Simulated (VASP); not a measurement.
Set up this calculation in VASP 6.6.1, as the native input.

* Task: single point
* Functional: PBE
* Potentials or basis: VASP PAW PBE potentials, release 64 (Mg, I)
* Cutoff: 520 eV
* k mesh: 6 × 6 × 4
* Occupations: gaussian, width 0.05 eV
* Spin: no spin polarisation
* Dipole correction: no
* Further INCAR settings: ALGO = Normal; EDIFF = 1e-07; NBANDS = 15

The structure of MgI2 lies in POSCAR:

```
MgI2
1.0
    4.2072027146      0.0000000000     -0.4627922986
   -2.1036013573      3.6435444297      0.2313961493
   -0.8592895233      0.0000000000      8.1241918571
Mg I
1 2
Direct
    0.0000000000      0.0000000000      0.0000000000
    0.2476567100      0.6670001051      0.7909819359
    0.7523432900      0.3329998949      0.2090180641
```

This cell differs from its parent crystal: engineering shear strain xz -0.2200, normal strain along z +0.0400.

These files were run (other wordings do the same):

INCAR

```
SYSTEM = MgI2
PREC = Accurate
ENCUT = 520
EDIFF = 1E-7
ISMEAR = 0
SIGMA = 0.05
LREAL = .FALSE.
LASPH = .TRUE.
NELM = 60
ALGO = Normal
ISIF = 2
LWAVE = .FALSE.
LCHARG = .FALSE.
GGA = PE
NBANDS = 15
```

KPOINTS

```
regular mesh
0
G
  6 6 4
  0 0 0
```

Potentials or basis: VASP PAW PBE potentials, release 64 (Mg, I).

Launch:

```sh
$ cat potpaw_PBE.64/Mg/POTCAR potpaw_PBE.64/I/POTCAR > POTCAR
$ mpirun -np 1 vasp_std > vasp.out
```

Results of the run:

- Pressure: -0.1 GPa
- Largest force: 0.012 eV/Å
- Band gap on the k mesh: 3.54 eV, indirect (least direct gap 3.71 eV)

Caveat: the cell differs from its parent crystal (engineering shear strain xz -0.2200, normal strain along z +0.0400); spin-orbit coupling is left out, which moves the levels of the heavy elements.

Wall time 97 s on 1 thread of Intel(R) Xeon(R) Platinum 8488C (Sapphire Rapids), with other jobs on the host, peak memory 0.32 GiB.
